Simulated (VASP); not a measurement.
**Si2Ni: single point with PBEsol**

The system is Si2Ni.

```xyz
3
Lattice="0.0000 2.8035 2.4800 2.8035 0.0000 2.4800 2.8035 2.8035 0.0000" Properties=species:S:1:pos:R:3 pbc="T T T"
Si    1.4018    1.4018    1.2400
Si    4.2053    4.2053    3.7201
Ni    0.0000    0.0000    0.0000
```

This cell differs from its parent crystal: strain +0.040 along x and y, -0.080 along z.

```json
{
 "Program": "VASP 6.6.1",
 "Task": "single point",
 "Functional": "PBEsol",
 "Potentials or basis": "VASP PAW PBE potentials, release 64 (Si, Ni)",
 "Cutoff": "520 eV",
 "k mesh": "16 × 16 × 16",
 "Occupations": "gaussian, width 0.15 eV",
 "Spin": "no spin polarisation"
}
```

* Pressure: 0.9 GPa
* Band gap on the k mesh: zero (bands 9 and 10 overlap by 2.69 eV)

Stress tensor (GPa, compression positive):
```
-2.24  0.00  0.00
 0.00 -2.24  0.00
 0.00  0.00  7.19
```

Levels at points of the mesh, in eV from the Fermi level:
| k point | band 6 | band 7 | band 8 | band 9 | band 10 | band 11 | band 12 | band 13 |
| --- | --- | --- | --- | --- | --- | --- | --- | --- |
| (0.00, 0.00, 0.00) | -3.31 | 0.05 | 0.80 | 1.85 | 1.85 | 2.38 | 2.38 | 3.15 |
| (0.50, 0.00, 0.00) | -3.23 | -3.23 | -1.83 | -1.19 | 1.40 | 1.69 | 2.30 | 3.53 |
| (0.50, 0.50, 0.00) | -3.51 | -3.51 | -3.17 | -3.08 | -0.84 | 0.92 | 8.13 | 8.24 |
| (0.50, 0.00, 0.50) | -3.58 | -3.51 | -3.41 | -2.97 | 0.00 | 1.71 | 6.80 | 7.35 |

It took 96 s on 1 thread of Intel(R) Xeon(R) 6975P-C (Granite Rapids), with other jobs on the host, peak memory 0.32 GiB.

Caveat: the cell differs from its parent crystal (strain +0.040 along x and y, -0.080 along z); the PAW data sets were made with another functional, which shifts forces and pressure a little. Spin polarisation is off, so any magnetic state and its effect on volume and gap are missing.
